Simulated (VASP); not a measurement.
# SnO2 (R-3m) in VASP: notebook

The runs below take SnO2 through single point, with PBE.

All numbers are computed with VASP 6.6.1; they aren't measurements. Logs are shortened: lines on timing, memory, paths and dates and some standing lists are left out, and cuts for length are marked.

## Step 1: The cell of the first run

It takes space group R-3m (No. 166, trigonal). Conventional cell: a = 3.234 Å, b = 3.234 Å, c = 14.402 Å, α = 90.00°, β = 90.00°, γ = 120.00°. Sn (site symmetry -3m) has 6 O at 2.13 Å within 2.8 Å. O (site symmetry 3m) has 3 Sn at 2.13 Å and 3 O at 2.76 Å within 2.8 Å.

## Step 2: Single point, PBE

Contents of INCAR:

```
PREC = Accurate
ENCUT = 520
EDIFF = 1E-7
ISMEAR = 0
SIGMA = 0.01
LREAL = F
LASPH = T
NELM = 60
ALGO = Normal
ISIF = 2
LWAVE = F
LCHARG = F
GGA = PE
NBANDS = 20
```

Contents of KPOINTS:

```
Automatic mesh
0
Gamma
  3 3 3
```

Contents of POSCAR:

```
SnO2
1.0
    1.6170930000      0.9336290000      4.8005930000
   -1.6170930000      0.9336290000      4.8005930000
    0.0000000000     -1.8672580000      4.8005930000
Sn O
1 2
Direct
    0.5000000000      0.5000000000      0.5000000000
    0.2371700000      0.2371700000      0.2371700000
    0.7628300000      0.7628300000      0.7628300000
```

Potentials or basis: VASP PAW PBE potentials, release 64 (Sn_d, O).

Command:

```bash
$ cat potpaw_PBE.64/Sn_d/POTCAR potpaw_PBE.64/O/POTCAR > POTCAR
$ mpirun -np 1 vasp_std > vasp.out
```

OUTCAR:

```text
PREC = Accurate
   ENCUT = 520
   EDIFF = 1E-7
   ISMEAR = 0
   LREAL = F
   LASPH = T
   NELM = 60
   ISIF = 2
   GGA = PE

 ion  position               nearest neighbor table
   1  0.500  0.500  0.500-   2 2.13   3 2.13   2 2.13   2 2.13   3 2.13   3 2.13
   2  0.237  0.237  0.237-   1 2.13   1 2.13   1 2.13
   3  0.763  0.763  0.763-   1 2.13   1 2.13   1 2.13

  LATTYP: Found a trigonal (rhomboedric) cell.
 ALAT       =     5.1509558367
 COS(alpha) =     0.8028828836

  Lattice vectors:

 A1 = (   1.6170930000,   0.9336290000,   4.8005930000)
 A2 = (  -1.6170930000,   0.9336290000,   4.8005930000)
 A3 = (   0.0000000000,  -1.8672580000,   4.8005930000)

Analysis of symmetry for initial positions (statically):
=====================================================================
 Subroutine PRICEL returns:
 Original cell was already a primitive cell.

 Routine SETGRP: Setting up the symmetry group for a
 trigonal (rhombohedral) supercell.

 Subroutine GETGRP returns: Found 12 space group operations
 (whereof 12 operations were pure point group operations)
 out of a pool of 12 trial point group operations.

The static configuration has the point symmetry D_3d.

Analysis of symmetry for dynamics (positions and initial velocities):
=====================================================================
 Subroutine PRICEL returns:
 Original cell was already a primitive cell.

 Routine SETGRP: Setting up the symmetry group for a
 trigonal (rhombohedral) supercell.

 Subroutine GETGRP returns: Found 12 space group operations
 (whereof 12 operations were pure point group operations)
 out of a pool of 12 trial point group operations.

The dynamic configuration has the point symmetry D_3d.

 Subroutine INISYM returns: Found 12 space group operations
 (whereof 12 operations are pure point group operations),
 and found     1 'primitive' translations

----------------------------------------------------------------------------------------

                                     Primitive cell

  volume of cell :      43.4866

  direct lattice vectors                    reciprocal lattice vectors
     1.617093000  0.933629000  4.800593000     0.309196812  0.178514878  0.069435866
    -1.617093000  0.933629000  4.800593000    -0.309196812  0.178514878  0.069435866
     0.000000000 -1.867258000  4.800593000     0.000000000 -0.357029755  0.069435866

  length of vectors
     5.150955837  5.150955837  5.150955794     0.363719080  0.363719080  0.363719103

  position of ions in fractional coordinates (direct lattice)
     0.500000000  0.500000000  0.500000000
     0.237170000  0.237170000  0.237170000
     0.762830000  0.762830000  0.762830000

  ion indices of the primitive-cell ions
   primitive index   ion index
                 1           1
                 2           2
                 3           3

----------------------------------------------------------------------------------------

 KPOINTS: Automatic mesh

Automatic generation of k-mesh.
 Grid dimensions read from file:
 generate k-points for:    3    3    3

 Generating k-lattice:

  Cartesian coordinates                     Fractional coordinates (reciprocal lattice)
     0.103065604  0.059504959  0.023145289     0.333333333  0.000000000  0.000000000
    -0.103065604  0.059504959  0.023145289     0.000000000  0.333333333  0.000000000
     0.000000000 -0.119009918  0.023145289     0.000000000  0.000000000  0.333333333

  Length of vectors
     0.121239693  0.121239693  0.121239701

  Shift w.r.t. Gamma in fractional coordinates (k-lattice)
     0.000000000  0.000000000  0.000000000

 Subroutine IBZKPT returns following result:
 ===========================================

 Found      6 irreducible k-points:

 Following reciprocal coordinates:
            Coordinates               Weight
  0.000000  0.000000  0.000000      1.000000
  0.333333  0.000000 -0.000000      6.000000
  0.333333  0.333333 -0.000000      6.000000
 -0.333333  0.333333  0.000000      6.000000
  0.333333  0.333333  0.333333      2.000000
 -0.333333  0.333333  0.333333      6.000000
   k-points           NKPTS =      6   k-points in BZ     NKDIM =      6   number of bands    NBANDS=     20
   number of dos      NEDOS =    301   number of ions     NIONS =      3
   total plane-waves  NPLWV =  64000
   dimension x,y,z NGX =    40 NGY =   40 NGZ =   40
   dimension x,y,z NGXF=    80 NGYF=   80 NGZF=   80
   ions per type =               1   2
   NGX,Y,Z   is equivalent  to a cutoff of  12.91, 12.91, 12.91 a.u.
   NGXF,Y,Z  is equivalent  to a cutoff of  25.82, 25.82, 25.82 a.u.
 SYSTEM =  unknown system
   PREC   = accura    normal or accurate (medium, high low for compatibility)
   ISTART =      0    job   : 0-new  1-cont  2-samecut
   ICHARG =      2    charge: 1-file 2-atom 10-const
   ISPIN  =      1    spin polarized calculation?
   LNONCOLLINEAR =      F non collinear calculations
   LSORBIT =      F    spin-orbit coupling
   LASPH  =      T    aspherical Exc in radial PAW
   ENCUT  =  520.0 eV  38.22 Ry    6.18 a.u.   9.58  9.58  9.58*2*pi/ulx,y,z
   NELM   =     60;   NELMIN=  2; NELMDL= -5     # of ELM steps
   EDIFF  = 0.1E-06   stopping-criterion for ELM
   LREAL  =      F    real-space projection
   EDIFFG = 0.1E-05   stopping-criterion for IOM
   NSW    =      0    number of steps for IOM
   IBRION =     -1    ionic relax: 0-MD 1-quasi-New 2-CG
   NFREE  =      0    steps in history (QN), initial steepest desc. (CG)
   ISIF   =      2    stress and relaxation
   ISYM   =      2    0-nonsym 1-usesym 2-fastsym
   POTIM  = 0.5000    time-step for ionic-motion
   TEBEG  =    0.0;   TEEND  =   0.0 temperature during run
   PSTRESS=    0.0 pullay stress
   NELECT =      26.0000    total number of electrons
   NUPDOWN=      -1.0000    fix difference up-down
   EMIN   =  10.00;   EMAX   =-10.00  energy-range for DOS
   EFERMI =   0.00;   METHOD = LEGACY
   ISMEAR =     0;   SIGMA  =   0.01  broadening in eV -4-tet -1-fermi 0-gaus
   EFERMI_NEDOS =   21; number of points for ismear=-14 and -15
   IALGO  =     38    algorithm
   IMIX   =      4    mixing-type and parameters
     AMIX     =   0.40;   BMIX     =  1.00
     AMIX_MAG =   1.60;   BMIX_MAG =  1.00
  volume/ion in A,a.u.               =      14.50        97.82
  Fermi-wavevector in a.u.,A,eV,Ry     =   1.379158  2.606231 25.879338  1.902078
  Thomas-Fermi vector in A             =   2.504154
   LORBIT       =      0    0 simple, 1 ext, 2 COOP (PROOUT), +10 PAW based schemes
   GGA     = PE    functional components
   LHFCALC =     F    Hartree Fock is set to
   AEXX    =    0.0000 exact exchange contribution
   IVDW    =     0    specifies the selected vdW correction
   LEPSILON=     F    determine dielectric tensor
   LRPA    =     F    only Hartree local field effects (RPA)
 non-spin polarized calculation
 Gauss-broadening in eV      SIGMA  =   0.01
  energy-cutoff  :      520.00
  volume of cell :       43.49
 maximum number of plane-waves:      1186
 NGX is ok and might be reduce to    40
   NGX = 19   NGY = 19   NGZ = 19

 number of electron      26.0000004 magnetization

 Free energy of the ion-electron system (eV)
  ---------------------------------------------------
  ext. energy  EPLUGINS =         0.00000000
  ---------------------------------------------------
  free energy    TOTEN  =       -18.12109413 eV

  energy without entropy =      -18.12109413  energy(sigma->0) =      -18.12109413

 E-fermi :   3.4062     XC(G=0):  -9.9808

 val. band max:        3.2938446472   @ k =   0.3333   0.3333  -0.0000
 cond. band min:       5.2327062017   @ k =   0.0000   0.0000   0.0000
 fundamental gap:      1.9388615545
 Fermi energy:         3.4062445098

 k-point     1 :       0.0000    0.0000    0.0000
  band No.  band energies     occupation
      1     -16.7097      2.00000
      2     -16.4976      2.00000
      3     -16.4976      2.00000
      4     -16.3280      2.00000
      5     -16.3280      2.00000
      6     -14.6039      2.00000
[... 12 lines left out ...]
     19      20.4279      0.00000
     20      20.4280      0.00000

 k-point     2 :       0.3333    0.0000   -0.0000
  band No.  band energies     occupation
      1     -17.0964      2.00000
      2     -16.4685      2.00000
      3     -16.4151      2.00000
      4     -16.3572      2.00000
      5     -16.2496      2.00000
      6     -13.8238      2.00000
[... 12 lines left out ...]
     19      16.1459      0.00000
     20      18.7936      0.00000

 k-point     3 :       0.3333    0.3333   -0.0000
  band No.  band energies     occupation
      1     -17.0950      2.00000
      2     -16.4676      2.00000
      3     -16.4146      2.00000
      4     -16.3575      2.00000
      5     -16.2496      2.00000
      6     -13.8306      2.00000
[... 12 lines left out ...]
     19      15.9302      0.00000
     20      21.0436      0.00000

 k-point     4 :      -0.3333    0.3333    0.0000
  band No.  band energies     occupation
      1     -16.9092      2.00000
      2     -16.9089      2.00000
      3     -16.3417      2.00000
      4     -16.3413      2.00000
      5     -16.3340      2.00000
      6     -12.3382      2.00000
[... 12 lines left out ...]
     19      16.8656      0.00000
     20      18.5901      0.00000

 k-point     5 :       0.3333    0.3333    0.3333
  band No.  band energies     occupation
      1     -16.7103      2.00000
      2     -16.4974      2.00000
      3     -16.4974      2.00000
      4     -16.3278      2.00000
      5     -16.3278      2.00000
      6     -14.5299      2.00000
[... 12 lines left out ...]
     19      19.8599      0.00000
     20      20.5898      0.00000

 k-point     6 :      -0.3333    0.3333    0.3333
  band No.  band energies     occupation
      1     -17.0981      2.00000
      2     -16.4689      2.00000
      3     -16.4146      2.00000
      4     -16.3579      2.00000
      5     -16.2497      2.00000
      6     -13.7758      2.00000
[... 12 lines left out ...]
     19      16.4320      0.00000
     20      17.9855      0.00000

------------------------ aborting loop because EDIFF is reached ----------------------------------------

  FORCE on cell =-STRESS in cart. coord.  units (eV):
  Direction    XX          YY          ZZ          XY          YZ          ZX
  --------------------------------------------------------------------------------------
  -------------------------------------------------------------------------------------
  Total        0.2377045      0.2377044     -0.2780871      0.0000000      0.0000000      0.0000000
  in kB        8.7577478      8.7577464    -10.2455667      0.0000000      0.0000000      0.0000000
  external PRESSURE =       2.4233092 kB  Pullay stress =       0.0000000 kB

 VOLUME and BASIS-vectors are now :
 -----------------------------------------------------------------------------
  energy-cutoff  :      520.00
  volume of cell :       43.49
      direct lattice vectors                 reciprocal lattice vectors
     1.617093000  0.933629000  4.800593000     0.309196812  0.178514878  0.069435866
    -1.617093000  0.933629000  4.800593000    -0.309196812  0.178514878  0.069435866
     0.000000000 -1.867258000  4.800593000     0.000000000 -0.357029755  0.069435866

 POSITION                                       TOTAL-FORCE (eV/Angst)
 -----------------------------------------------------------------------------------
      0.00000      0.00000      7.20089         0.000000      0.000000      0.000000
      0.00000      0.00000      3.41567        -0.000000      0.000000     -0.132166
      0.00000      0.00000     10.98611        -0.000000     -0.000000      0.132166
 -----------------------------------------------------------------------------------
    total drift:                                0.000000      0.000000      0.000000

  FREE ENERGIE OF THE ION-ELECTRON SYSTEM (eV)
  ---------------------------------------------------
  free  energy   TOTEN  =       -18.1210941313 eV

  energy  without entropy=      -18.1210941313  energy(sigma->0) =      -18.12109413
```

Wall time 21 s (1 thread of Intel Xeon 8259CL, shared host); peak memory 0.23 GiB.

Results:

```
Free energy            : -18.1211 eV
Pressure               : 0.2 GPa
Largest force          : 0.132 eV/Å
Band gap on the k mesh : 1.94 eV, indirect (least direct gap 2.02 eV)
```

Forces in eV/Å, atoms in the order of the input:
```
Sn   0.000  0.000  0.000
O    0.000  0.000 -0.132
O    0.000  0.000  0.132
```

Stress tensor (GPa, compression positive):
```
 0.88  0.00  0.00
 0.00  0.88  0.00
 0.00  0.00 -1.02
```

Caveat: the k points lie up to 0.76 Å⁻¹ apart; spin-orbit coupling is left out, which moves the levels of the heavy elements.

## Step 3: Single point, PBE

Contents of INCAR:

```
SYSTEM = SnO2
PREC = Accurate
ENCUT = 520
EDIFF = 1E-6
ISMEAR = 0
SIGMA = 0.01
LREAL = .FALSE.
LASPH = .TRUE.
NELM = 80
ALGO = Normal
ISIF = 2
LWAVE = .FALSE.
LCHARG = .FALSE.
GGA = PE
NBANDS = 20
```

Contents of KPOINTS:

```
Automatic mesh
0
G
  4 4 4
  0 0 0
```

POSCAR is that of step 2.

Potentials or basis: VASP PAW PBE potentials, release 64 (Sn_d, O).

Command:

```bash
$ cat potpaw_PBE.64/Sn_d/POTCAR potpaw_PBE.64/O/POTCAR > POTCAR
$ mpirun -np 1 vasp_std > vasp.out
```

OUTCAR:

```text
SYSTEM = SnO2
   PREC = Accurate
   ENCUT = 520
   EDIFF = 1E-6
   ISMEAR = 0
   LREAL = .FALSE.
   LASPH = .TRUE.
   NELM = 80
   ISIF = 2
   GGA = PE

 ion  position               nearest neighbor table
   1  0.500  0.500  0.500-   2 2.13   3 2.13   2 2.13   2 2.13   3 2.13   3 2.13
   2  0.237  0.237  0.237-   1 2.13   1 2.13   1 2.13
   3  0.763  0.763  0.763-   1 2.13   1 2.13   1 2.13

  LATTYP: Found a trigonal (rhomboedric) cell.
 ALAT       =     5.1509558367
 COS(alpha) =     0.8028828836

  Lattice vectors:

 A1 = (   1.6170930000,   0.9336290000,   4.8005930000)
 A2 = (  -1.6170930000,   0.9336290000,   4.8005930000)
 A3 = (   0.0000000000,  -1.8672580000,   4.8005930000)

Analysis of symmetry for initial positions (statically):
=====================================================================
 Subroutine PRICEL returns:
 Original cell was already a primitive cell.

 Routine SETGRP: Setting up the symmetry group for a
 trigonal (rhombohedral) supercell.

[... 153 lines left out ...]
  free energy    TOTEN  =       -18.18813546 eV

  energy without entropy =      -18.18813546  energy(sigma->0) =      -18.18813546

 E-fermi :   3.3367     XC(G=0):  -9.9884

 val. band max:        3.2853136801   @ k =   0.5000   0.5000   0.0000
 cond. band min:       5.2196137480   @ k =   0.0000   0.0000   0.0000
 fundamental gap:      1.9343000679
 Fermi energy:         3.3366750905

 k-point     1 :       0.0000    0.0000    0.0000
  band No.  band energies     occupation
      1     -16.7097      2.00000
      2     -16.5003      2.00000
      3     -16.5003      2.00000
      4     -16.3266      2.00000
      5     -16.3266      2.00000
      6     -14.6250      2.00000
[... 288 lines left out ...]
     19      19.6733      0.00000
     20      20.6290      0.00000

------------------------ aborting loop because EDIFF is reached ----------------------------------------

  FORCE on cell =-STRESS in cart. coord.  units (eV):
  Direction    XX          YY          ZZ          XY          YZ          ZX
  --------------------------------------------------------------------------------------
  -------------------------------------------------------------------------------------
  Total        0.0920747      0.0920747     -0.1751443      0.0000000     -0.0000000      0.0000000
  in kB        3.3923098      3.3923092     -6.4528433      0.0000000     -0.0000000      0.0000000
  external PRESSURE =       0.1105919 kB  Pullay stress =       0.0000000 kB

 VOLUME and BASIS-vectors are now :
 -----------------------------------------------------------------------------
  energy-cutoff  :      520.00
  volume of cell :       43.49
      direct lattice vectors                 reciprocal lattice vectors
     1.617093000  0.933629000  4.800593000     0.309196812  0.178514878  0.069435866
    -1.617093000  0.933629000  4.800593000    -0.309196812  0.178514878  0.069435866
     0.000000000 -1.867258000  4.800593000     0.000000000 -0.357029755  0.069435866

 POSITION                                       TOTAL-FORCE (eV/Angst)
 -----------------------------------------------------------------------------------
      0.00000      0.00000      7.20089         0.000000      0.000000     -0.000000
      0.00000      0.00000      3.41567         0.000000     -0.000000     -0.089960
      0.00000      0.00000     10.98611         0.000000     -0.000000      0.089960
 -----------------------------------------------------------------------------------
    total drift:                               -0.000000      0.000000      0.000000

  FREE ENERGIE OF THE ION-ELECTRON SYSTEM (eV)
  ---------------------------------------------------
  free  energy   TOTEN  =       -18.1881354596 eV

  energy  without entropy=      -18.1881354596  energy(sigma->0) =      -18.18813546
```

It took 37 s on 1 thread of Intel Xeon 8259CL, shared host; peak memory 0.23 GiB.

Results:

```
Free energy            : -18.1881 eV
Pressure               : 0.0 GPa
Largest force          : 0.090 eV/Å
Band gap on the k mesh : 1.93 eV, indirect (least direct gap 2.02 eV)
```

Forces on the atoms (eV/Å):
```
Sn   0.000  0.000  0.000
O    0.000  0.000 -0.090
O    0.000  0.000  0.090
```

Levels at points of the mesh, in eV from the valence-band top:
```csv
k point,band 9,band 10,band 11,band 12,band 13,band 14,band 15,band 16,band 17,band 18
"(0.00, 0.00, 0.00)",-1.24,-1.24,-0.87,-0.87,-0.09,1.93,5.73,11.03,11.03,11.69
"(0.50, 0.00, 0.00)",-4.10,-2.90,-1.44,-0.57,-0.53,5.32,7.72,10.06,12.33,12.67
"(0.50, 0.50, 0.00)",-4.32,-2.99,-1.11,-0.43,0.00,5.05,6.92,10.71,11.33,12.60
"(0.50, 0.50, 0.50)",-1.30,-1.30,-1.23,-0.82,-0.82,3.18,5.66,11.21,11.21,12.14
```

Caveat: the k points lie up to 0.57 Å⁻¹ apart; spin-orbit coupling is left out, which moves the levels of the heavy elements. PBE gaps usually lie below the measured ones, often by a third to a half.

(Part 1 of 2 ends here.)
